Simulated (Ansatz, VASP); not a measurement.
## Two plane-wave programs on GaN

```xyz
2
Lattice="0.0000 2.2489 2.2489 2.2489 0.0000 2.2489 2.2489 2.2489 0.0000" Properties=species:S:1:pos:R:3 pbc="T T T"
Ga    0.0000    0.0000    0.0000
N     1.1245    1.1245    1.1245
```

Alike in both runs: functional r2SCAN; k mesh 18 × 18 × 18; occupations fermi-dirac, width 0.1 eV; no spin polarisation.

Ansatz relaxed the structure, and its values are those at the end. VASP's run is a single point on that final structure, the one shown.

|  | VASP | Ansatz |
| --- | --- | --- |
| version | VASP 6.6.1 | Ansatz 0.2.0 |
| potentials or method | VASP PAW PBE potentials, release 64 (Ga_d, N) | PAW with Ansatz's default frozen-core files, scalar-relativistic |
| plane-wave cutoff (eV) | 520 | 500 |
| valence electrons in the cell | 18 | 18 |

```csv
,VASP,Ansatz,Ansatz less VASP
pressure (GPa),1.1,0.0,-1.07
```

VASP's potentials were made for PBE, not for r2SCAN. The functional is the same, so the differences come from potentials, cutoffs and numerics.
